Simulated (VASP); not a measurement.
# ZnS (P1) in VASP: relaxation of cell and atoms with PBE

Aim: the relaxation of cell and atoms of ZnS with PBE.

All numbers are computed with VASP 6.6.1; they aren't measurements. Logs are shortened: lines on timing, memory, paths and dates and some standing lists are left out, and cuts for length are marked.

## 1. The cell of the first run

The typed cell holds 8 atoms: a = 3.722 Å, b = 6.599 Å, c = 6.820 Å, α = 90.63°, β = 89.04°, γ = 92.14°.

## 2. Relaxation of cell and atoms, PBE

INCAR reads:

```
SYSTEM = ZnS
PREC = Accurate ; ENCUT = 600
EDIFF = 1E-6 ; ISMEAR = 0
SIGMA = 0.1 ; LREAL = .FALSE.
LASPH = .TRUE. ; NELM = 60
ALGO = Normal ; ISIF = 3
LWAVE = .FALSE. ; LCHARG = .FALSE.
GGA = PE ; IBRION = 2
NSW = 80 ; EDIFFG = -0.025
```

KPOINTS reads:

```
regular mesh
0
G
  4 2 2
  0 0 0
```

POSCAR reads:

```
ZnS
1.0
   -0.0704678979      0.0319573522      3.7210379184
    6.5975460964     -0.0363939171     -0.1209727523
   -0.0363939171      6.8195948964      0.0548614187
Zn S
4 4
Direct
    0.0038593793      0.6738212080      0.6627526106
    0.4884457531      0.1587093352      0.8249490866
    0.4968220059      0.8249381491      0.1824203019
    0.0006142364      0.3362073993      0.3196055910
    0.5146596218      0.8153918739      0.8217904081
    0.5031331711      0.1903406930      0.1896533157
   -0.0059040448      0.6881858147      0.3092996534
   -0.0016301228      0.3124055269      0.6895290325
```

Potentials or basis: VASP PAW PBE potentials, release 64 (Zn, S).

Run with:

```console
$ cat potpaw_PBE.64/Zn/POTCAR potpaw_PBE.64/S/POTCAR > POTCAR
$ mpirun -np 1 vasp_std > vasp.out
```

OUTCAR:

```text
SYSTEM = ZnS
   PREC = Accurate
   ENCUT = 600
   EDIFF = 1E-6
   ISMEAR = 0
   LREAL = .FALSE.
   LASPH = .TRUE.
   NELM = 60
   ISIF = 3
   GGA = PE
   IBRION = 2
   NSW = 80
   EDIFFG = -0.025

 ion  position               nearest neighbor table
   1  0.004  0.674  0.663-   5 2.32   5 2.36   8 2.39   7 2.41
   2  0.488  0.159  0.825-   5 2.27   8 2.30   8 2.33   6 2.50
   3  0.497  0.825  0.182-   7 2.21   7 2.28   6 2.41   5 2.46
   4  0.001  0.336  0.320-   6 2.25   6 2.30   7 2.33   8 2.53
   5  0.515  0.815  0.822-   2 2.27   1 2.32   1 2.36   3 2.46
   6  0.503  0.190  0.190-   4 2.25   4 2.30   3 2.41   2 2.50
   7  0.994  0.688  0.309-   3 2.21   3 2.28   4 2.33   1 2.41
   8  0.998  0.312  0.690-   2 2.30   2 2.33   1 2.39   4 2.53

  LATTYP: Found a triclinic cell.
 ALAT       =     9.5417325664
 B/A-ratio  =     0.6915678467
 C/A-ratio  =     1.4754442577
 COS(alpha) =     0.0007928554
 COS(beta)  =     0.6898721028
 COS(gamma) =     0.6994285689

  Lattice vectors:

 A1 = (   6.6339400135,  -6.8559888135,  -0.1758341710)
 A2 = (   6.5975460964,  -0.0363939171,  -0.1209727523)
 A3 = (   0.0023199363, -13.6072324406,   3.6113150810)

Analysis of symmetry for initial positions (statically):
=====================================================================
 Subroutine PRICEL returns:
 Original cell was already a primitive cell.

 Routine SETGRP: Setting up the symmetry group for a
 triclinic supercell.

 Subroutine GETGRP returns: Found  1 space group operations
 (whereof  1 operations were pure point group operations)
 out of a pool of  2 trial point group operations.

The static configuration has the point symmetry C_1 .

Analysis of symmetry for dynamics (positions and initial velocities):
=====================================================================
 Subroutine PRICEL returns:
 Original cell was already a primitive cell.

 Routine SETGRP: Setting up the symmetry group for a
 triclinic supercell.

 Subroutine GETGRP returns: Found  1 space group operations
 (whereof  1 operations were pure point group operations)
 out of a pool of  2 trial point group operations.

The dynamic configuration has the point symmetry C_1 .

 Subroutine INISYM returns: Found  1 space group operations
 (whereof  1 operations are pure point group operations),
 and found     1 'primitive' translations

----------------------------------------------------------------------------------------

                                     Primitive cell

  volume of cell :     167.3448

  direct lattice vectors                    reciprocal lattice vectors
    -0.070467898  0.031957352  3.721037918     0.004917921 -0.002136595  0.268853706
     6.597546096 -0.036393917 -0.120972752     0.151628371  0.000786144  0.002864741
    -0.036393917  6.819594896  0.054861419     0.000786144  0.146650484 -0.001244589

  length of vectors
     3.721842311  6.598755445  6.819912671     0.268907171  0.151657468  0.146657872

  position of ions in fractional coordinates (direct lattice)
     0.003859379  0.673821208  0.662752611
     0.488445753  0.158709335  0.824949087
     0.496822006  0.824938149  0.182420302
     0.000614236  0.336207399  0.319605591
     0.514659622  0.815391874  0.821790408
     0.503133171  0.190340693  0.189653316
     0.994095955  0.688185815  0.309299653
     0.998369877  0.312405527  0.689529032

  ion indices of the primitive-cell ions
   primitive index   ion index
                 1           1
                 2           2
                 3           3
                 4           4
                 5           5
                 6           6
                 7           7
                 8           8

----------------------------------------------------------------------------------------

 KPOINTS: regular mesh

Automatic generation of k-mesh.
 Grid dimensions read from file:
 generate k-points for:    4    2    2

 Generating k-lattice:

  Cartesian coordinates                     Fractional coordinates (reciprocal lattice)
     0.001229480 -0.000534149  0.067213427     0.250000000  0.000000000  0.000000000
     0.075814185  0.000393072  0.001432370    -0.000000000  0.500000000 -0.000000000
     0.000393072  0.073325242 -0.000622295     0.000000000 -0.000000000  0.500000000

  Length of vectors
     0.067226793  0.075828734  0.073328936

  Shift w.r.t. Gamma in fractional coordinates (k-lattice)
     0.000000000  0.000000000  0.000000000

 Subroutine IBZKPT returns following result:
 ===========================================

 Found     12 irreducible k-points:

 Following reciprocal coordinates:
            Coordinates               Weight
  0.000000  0.000000  0.000000      1.000000
  0.250000  0.000000  0.000000      2.000000
  0.500000  0.000000  0.000000      1.000000
  0.000000  0.500000 -0.000000      1.000000
  0.250000  0.500000 -0.000000      2.000000
  0.500000  0.500000  0.000000      1.000000
  0.000000 -0.000000  0.500000      1.000000
  0.250000  0.000000  0.500000      2.000000
  0.500000  0.000000  0.500000      1.000000
  0.000000  0.500000  0.500000      1.000000
  0.250000  0.500000  0.500000      2.000000
  0.500000  0.500000  0.500000      1.000000
   k-points           NKPTS =     12   k-points in BZ     NKDIM =     12   number of bands    NBANDS=     43
   number of dos      NEDOS =    301   number of ions     NIONS =      8
   total plane-waves  NPLWV =  87480
   dimension x,y,z NGX =    30 NGY =   54 NGZ =   54
   dimension x,y,z NGXF=    60 NGYF=  108 NGZF=  108
   ions per type =               4   4
   NGX,Y,Z   is equivalent  to a cutoff of  13.40, 13.60, 13.16 a.u.
   NGXF,Y,Z  is equivalent  to a cutoff of  26.80, 27.21, 26.33 a.u.
 SYSTEM =  ZnS
   PREC   = accura    normal or accurate (medium, high low for compatibility)
   ISTART =      0    job   : 0-new  1-cont  2-samecut
   ICHARG =      2    charge: 1-file 2-atom 10-const
   ISPIN  =      1    spin polarized calculation?
   LNONCOLLINEAR =      F non collinear calculations
   LSORBIT =      F    spin-orbit coupling
   LASPH  =      T    aspherical Exc in radial PAW
   ENCUT  =  600.0 eV  44.10 Ry    6.64 a.u.   7.43 13.18 13.62*2*pi/ulx,y,z
   NELM   =     60;   NELMIN=  2; NELMDL= -5     # of ELM steps
   EDIFF  = 0.1E-05   stopping-criterion for ELM
   LREAL  =      F    real-space projection
   EDIFFG = -.3E-01   stopping-criterion for IOM
   NSW    =     80    number of steps for IOM
   IBRION =      2    ionic relax: 0-MD 1-quasi-New 2-CG
   NFREE  =      1    steps in history (QN), initial steepest desc. (CG)
   ISIF   =      3    stress and relaxation
   ISYM   =      2    0-nonsym 1-usesym 2-fastsym
   POTIM  = 0.5000    time-step for ionic-motion
   TEBEG  =    0.0;   TEEND  =   0.0 temperature during run
   PSTRESS=    0.0 pullay stress
   NELECT =      72.0000    total number of electrons
   NUPDOWN=      -1.0000    fix difference up-down
   EMIN   =  10.00;   EMAX   =-10.00  energy-range for DOS
   EFERMI =   0.00;   METHOD = LEGACY
   ISMEAR =     0;   SIGMA  =   0.10  broadening in eV -4-tet -1-fermi 0-gaus
   EFERMI_NEDOS =   21; number of points for ismear=-14 and -15
   IALGO  =     38    algorithm
   IMIX   =      4    mixing-type and parameters
     AMIX     =   0.40;   BMIX     =  1.00
     AMIX_MAG =   1.60;   BMIX_MAG =  1.00
  volume/ion in A,a.u.               =      20.92       141.16
  Fermi-wavevector in a.u.,A,eV,Ry     =   1.235895  2.335503 20.782037  1.527437
  Thomas-Fermi vector in A             =   2.370526
   LORBIT       =      0    0 simple, 1 ext, 2 COOP (PROOUT), +10 PAW based schemes
   GGA     = PE    functional components
   LHFCALC =     F    Hartree Fock is set to
   AEXX    =    0.0000 exact exchange contribution
   IVDW    =     0    specifies the selected vdW correction
   LEPSILON=     F    determine dielectric tensor
   LRPA    =     F    only Hartree local field effects (RPA)
 conjugate gradient relaxation of ions
 non-spin polarized calculation
 Gauss-broadening in eV      SIGMA  =   0.10
  energy-cutoff  :      600.00
  volume of cell :      167.34
 maximum number of plane-waves:      5624
 NGX is ok and might be reduce to    30
   NGX = 15   NGY = 27   NGZ = 27

--------------------------------------- Ionic step        1  -------------------------------------------

 number of electron      71.9999998 magnetization

 Free energy of the ion-electron system (eV)
  ---------------------------------------------------
  ext. energy  EPLUGINS =         0.00000000
  ---------------------------------------------------
  free energy    TOTEN  =       -26.74510493 eV

  energy without entropy =      -26.74510493  energy(sigma->0) =      -26.74510493

------------------------ aborting loop because EDIFF is reached ----------------------------------------

  FORCE on cell =-STRESS in cart. coord.  units (eV):
  Direction    XX          YY          ZZ          XY          YZ          ZX
  --------------------------------------------------------------------------------------
  -------------------------------------------------------------------------------------
  Total        2.0045358     -2.1722830      5.7942933      0.0552189     -0.7200949      1.3374773
  in kB       19.1916449    -20.7976749     55.4751982      0.5286717     -6.8942674     12.8051542
  external PRESSURE =      17.9563894 kB  Pullay stress =       0.0000000 kB
[... 107 lines left out ...]
  FREE ENERGIE OF THE ION-ELECTRON SYSTEM (eV)
  ---------------------------------------------------
  free  energy   TOTEN  =       -26.9721497674 eV

  energy  without entropy=      -26.9721497674  energy(sigma->0) =      -26.97214977

[... ionic steps 4 to 12 ...]

--------------------------------------- Ionic step       13  -------------------------------------------

 number of electron      71.9999984 magnetization

------------------------ aborting loop because EDIFF is reached ----------------------------------------

  FORCE on cell =-STRESS in cart. coord.  units (eV):
  Direction    XX          YY          ZZ          XY          YZ          ZX
  --------------------------------------------------------------------------------------
  -------------------------------------------------------------------------------------
  Total       -0.2207087     -0.0671749     -0.1034968     -0.0053576      0.0265372     -0.0308756
  in kB       -2.0770633     -0.6321751     -0.9739962     -0.0504197      0.2497388     -0.2905665
  external PRESSURE =      -1.2277449 kB  Pullay stress =       0.0000000 kB
[... 69 lines left out ...]
  energy  without entropy=      -27.0419824620  energy(sigma->0) =      -27.04198246

--------------------------------------- Ionic step       15  -------------------------------------------

 number of electron      71.9999982 magnetization

 Free energy of the ion-electron system (eV)
  ---------------------------------------------------
  ext. energy  EPLUGINS =         0.00000000
  ---------------------------------------------------
  free energy    TOTEN  =       -27.04244729 eV

  energy without entropy =      -27.04244729  energy(sigma->0) =      -27.04244729

 E-fermi :   1.9098     XC(G=0):  -9.1961

 val. band max:        1.4502522109   @ k =   0.0000   0.0000   0.0000
 cond. band min:       3.6005677211   @ k =   0.0000   0.0000   0.0000
 fundamental gap:      2.1503155102
 Fermi energy:         1.9098071772

 k-point     1 :       0.0000    0.0000    0.0000
  band No.  band energies     occupation
      1     -11.3979      2.00000
      2     -10.5338      2.00000
      3     -10.5321      2.00000
      4     -10.3561      2.00000
      5      -4.8368      2.00000
      6      -4.8049      2.00000
[... 576 lines left out ...]
  FREE ENERGIE OF THE ION-ELECTRON SYSTEM (eV)
  ---------------------------------------------------
  free  energy   TOTEN  =       -27.0424472856 eV

  energy  without entropy=      -27.0424472855  energy(sigma->0) =      -27.04244729

 reached required accuracy - stopping structural energy minimisation
```

Run time: 9.4 min. Hardware: 1 thread of Intel Xeon 6975P-C (Granite Rapids), shared host; peak memory 0.32 GiB.

Results:

- Free energy: -27.0424 eV
- Relaxed volume: 21.26 Å³/atom
- Relaxed cell: a = 3.872 Å, b = 6.621 Å, c = 6.635 Å, α = 90.01°, β = 90.05°, γ = 89.97°
- Space group after relaxing (to 0.05 Å): Pnnm (No. 58)
- Energy gained by relaxing: 37.2 meV/atom
- Ionic steps: 15
- Pressure after relaxing: 0.0 GPa
- Largest force after relaxing: 0.023 eV/Å
- Band gap on the k mesh: 2.15 eV, direct

Forces in eV/Å, atoms in the order of the input:
```
Zn   0.007  0.008 -0.021
Zn   0.008  0.001 -0.002
Zn  -0.003 -0.003  0.015
Zn   0.009  0.002 -0.001
S   -0.001 -0.001 -0.003
S   -0.020  0.008  0.000
S    0.002 -0.009 -0.004
S   -0.001 -0.005  0.015
```

The path:
| step | energy change (eV) | largest force (eV/Å) | pressure (GPa) | volume (Å³) |
| --- | --- | --- | --- | --- |
| 1 | 0.0000 | 0.8832 | 1.80 | 167.34 |
| 2 | -0.2260 | 0.4371 | -0.93 | 172.98 |
| 3 | -0.2270 | 0.4471 | -1.09 | 173.40 |
| 4 | -0.2692 | 0.3093 | -0.05 | 170.48 |
| 5 | -0.2750 | 0.2434 | 0.47 | 169.06 |
| 6 | -0.2891 | 0.1391 | 0.05 | 169.91 |
| 7 | -0.2907 | 0.1660 | -0.10 | 170.30 |
| 8 | -0.2950 | 0.0643 | -0.09 | 170.21 |
| 9 | -0.2953 | 0.0660 | -0.08 | 170.17 |
| 10 | -0.2963 | 0.0361 | 0.05 | 169.81 |
| 11 | -0.2963 | 0.0350 | 0.12 | 169.69 |
| 12 | -0.2968 | 0.0413 | 0.01 | 170.03 |
| 13 | -0.2969 | 0.0506 | -0.12 | 170.25 |
| 14 | -0.2969 | 0.0473 | -0.07 | 170.18 |
| 15 | -0.2973 | 0.0233 | -0.03 | 170.10 |

Final structure:
```
Zn S
1.0
     0.00127   -0.00184    3.87226
     6.62058    0.00031    0.00094
    -0.00104    6.63515   -0.00240
Zn S
4 4
Direct
  0.00361 0.67354 0.67643
  0.49895 0.17314 0.82300
  0.49869 0.82683 0.17699
  0.99891 0.32609 0.32355
  0.50280 0.81208 0.81606
  0.49877 0.18834 0.18372
  0.99961 0.68777 0.31605
  0.99867 0.31220 0.68420
```

Levels at points of the mesh, in eV from the valence-band top:
| k point | band 32 | band 33 | band 34 | band 35 | band 36 | band 37 | band 38 | band 39 | band 40 | band 41 |
| --- | --- | --- | --- | --- | --- | --- | --- | --- | --- | --- |
| (0.00, 0.00, 0.00) | -0.84 | -0.22 | -0.03 | -0.01 | 0.00 | 2.15 | 3.49 | 3.54 | 3.55 | 5.75 |
| (0.50, 0.00, 0.00) | -1.78 | -1.59 | -1.59 | -1.41 | -1.41 | 4.53 | 4.55 | 5.25 | 5.26 | 6.05 |
| (0.00, 0.50, 0.00) | -1.52 | -0.50 | -0.50 | -0.45 | -0.44 | 3.52 | 3.52 | 3.96 | 3.96 | 5.44 |
| (0.50, 0.50, 0.00) | -1.93 | -1.45 | -1.45 | -0.87 | -0.87 | 3.92 | 3.94 | 4.54 | 4.55 | 5.52 |
| (0.00, 0.00, 0.50) | -1.53 | -0.51 | -0.50 | -0.44 | -0.44 | 3.55 | 3.55 | 3.98 | 3.99 | 5.47 |
| (0.50, 0.00, 0.50) | -1.91 | -1.46 | -1.46 | -0.87 | -0.86 | 3.90 | 3.90 | 4.52 | 4.53 | 5.44 |
| (0.00, 0.50, 0.50) | -1.17 | -0.93 | -0.92 | -0.88 | -0.88 | 3.89 | 3.90 | 4.40 | 4.41 | 5.00 |
| (0.50, 0.50, 0.50) | -1.33 | -1.25 | -1.24 | -1.12 | -1.12 | 3.23 | 3.23 | 4.29 | 4.29 | 4.57 |

Caveat: the k points lie up to 0.47 Å⁻¹ apart in the final cell.
